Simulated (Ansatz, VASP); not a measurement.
# Two plane-wave programs on Hf7N

```xyz
8
Lattice="3.2027 0.0000 0.0000 -1.6014 2.7736 0.0000 0.0000 0.0000 18.0495" Properties=species:S:1:pos:R:3 pbc="T T T"
Hf    0.0000    1.8491    1.2968
Hf    1.6014    0.9245   16.7527
Hf    1.6014    0.9245    3.9045
Hf    0.0000    1.8491    6.4630
Hf    0.0000    1.8491   14.1449
Hf    1.6014    0.9245   11.5864
Hf    0.0000    0.0000    9.0247
N     0.0000    0.0000    0.0000
```

Alike in both runs: functional PBE; k mesh 12 × 12 × 2; occupations gaussian, width 0.1 eV; no spin polarisation.

Ansatz relaxed the structure, and its values are those at the end. VASP's run is a single point on that final structure, the one shown.

|  | VASP | Ansatz |
| --- | --- | --- |
| version | VASP 6.6.1 | Ansatz 0.2.0 |
| potentials or method | VASP PAW PBE potentials, release 64 (Hf_pv, N), cutoff 520 eV | scalar-relativistic, plane waves, PAW |
| valence electrons in the cell | 75 | 187 |

VASP gave:

* gap on the k mesh at the Fermi level (eV): none
* pressure (GPa): -0.7
* rms of the force components (eV/Å): 0.026

Q: Which values does Ansatz return?

A: gap on the k mesh at the Fermi level (eV): none; pressure (GPa): 0.0; rms of the force components (eV/Å): 0.000.

A gap of «none» marks a metal or a gap that the smearing closes. The functional is the same, so the differences come from potentials, cutoffs and numerics. VASP's potentials hold 75 valence electrons a cell and Ansatz's 187, so a difference there can come from the potentials and not from the codes.

Spin-orbit coupling is off throughout.
